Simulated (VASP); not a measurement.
**NaH: single point with LDA**

The system is NaH.

```xyz
2
Lattice="0.0000 2.3902 2.3902 2.3902 0.0000 2.3902 2.3902 2.3902 0.0000" Properties=species:S:1:pos:R:3 pbc="T T T"
Na    0.0000    0.0000    0.0000
H     2.3902    2.3902    2.3902
```

This cell differs from its parent crystal: volume scaled by 0.94.

* Program: VASP 6.6.1
* Task: single point
* Functional: LDA
* Potentials or basis: VASP PAW LDA potentials, release 64 (Na_pv, H)
* Cutoff: 520 eV
* k mesh: 9 × 9 × 9
* Occupations: fermi-dirac, width 0.05 eV
* Spin: no spin polarisation

```
Pressure               : -1.5 GPa
Band gap on the k mesh : 3.78 eV, indirect (least direct gap 4.54 eV)
```

Levels at points of the mesh, in eV from the valence-band top:
| k point | band 1 | band 2 | band 3 | band 4 | band 5 | band 6 | band 7 | band 8 | band 9 |
| --- | --- | --- | --- | --- | --- | --- | --- | --- | --- |
| (0.00, 0.00, 0.00) | -22.05 | -22.05 | -22.05 | -3.81 | 10.75 | 15.50 | 15.50 | 15.50 | 16.57 |

Run time: 7.7 s on 1 thread of Intel(R) Xeon(R) Platinum 8259CL CPU @ 2.50GHz (Skylake/Cascade Lake), with other jobs on the host, peak memory 0.13 GiB.

 A k mesh can miss the band edges.
